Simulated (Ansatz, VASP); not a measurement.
Cd: VASP beside Ansatz

```
CELL_PARAMETERS angstrom
5.99640 0.00000 0.00000
-2.99820 5.19304 0.00000
0.00000 0.00000 5.93490
ATOMIC_POSITIONS crystal
Cd 0.16667 0.33333 0.25000
Cd 0.16667 0.83333 0.25000
Cd 0.66667 0.33333 0.25000
Cd 0.66667 0.83333 0.25000
Cd 0.33333 0.16667 0.75000
Cd 0.33333 0.66667 0.75000
Cd 0.83333 0.16667 0.75000
Cd 0.83333 0.66667 0.75000
```

Alike in both runs: task single point; functional PBE; k mesh 6 × 6 × 6; occupations gaussian, width 0.1 eV; no spin polarisation.

```csv
,VASP,Ansatz
version,VASP 6.6.1,Ansatz 0.2.0
potentials or method,"VASP PAW PBE potentials, release 64 (Cd), cutoff 520 eV","scalar-relativistic, plane waves, PAW"
valence electrons in the cell,96,160
```

|  | VASP | Ansatz | Ansatz less VASP |
| --- | --- | --- | --- |
| gap on the k mesh at the Fermi level (eV) | none | none | - |
| pressure (GPa) | 0.3 | 0.0 | -0.27 |
| traceless stress, the component that is largest in VASP (GPa) | -0.15 | -0.01 | +0.140 |

A gap of «none» marks a metal or a gap that the smearing closes. VASP's potentials hold 96 valence electrons a cell and Ansatz's 160, so a difference there can come from the potentials and not from the codes.
